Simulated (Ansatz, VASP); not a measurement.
# Two plane-wave programs on Te2Pd3Ru

```
Te Ru Pd
1.0
     4.60231    0.00000    0.00000
    -2.30115    3.98571    0.00000
     0.00000    0.00000    5.89197
Te Ru Pd
2 1 3
Direct
  0.33333 0.66667 0.74425
  0.66667 0.33333 0.25575
  0.00000 0.00000 0.00000
  0.33333 0.66667 0.20816
  0.66667 0.33333 0.79184
  0.00000 0.00000 0.50000
```

Change from the starting cell: species swapped into the InSn2Te3 type (P-3m1, No. 164).

Alike in both runs: functional PBE; k mesh 6 × 6 × 4; occupations gaussian, width 0.1 eV; no spin polarisation.

Ansatz relaxed the structure, and its values are those at the end. VASP's run is a single point on that final structure, the one shown.

```csv
,VASP,Ansatz
version,VASP 6.6.1,Ansatz 0.2.0
potentials or method,"VASP PAW PBE potentials, release 64 (Te, Ru_pv, Pd), cutoff 520 eV","scalar-relativistic, plane waves, PAW"
valence electrons in the cell,56,102
```

VASP gave:

* gap on the k mesh at the Fermi level (eV): none
* pressure (GPa): -0.1
* rms of the force components (eV/Å): 0.001

Task: Which values does Ansatz return?

Result: gap on the k mesh at the Fermi level (eV): none; pressure (GPa): 0.0; rms of the force components (eV/Å): 0.003.

A gap of «none» marks a metal or a gap that the smearing closes. The functional is the same, so the differences come from potentials, cutoffs and numerics. VASP's potentials hold 56 valence electrons a cell and Ansatz's 102, so a difference there can come from the potentials and not from the codes.

Neither program's run includes spin-orbit coupling.
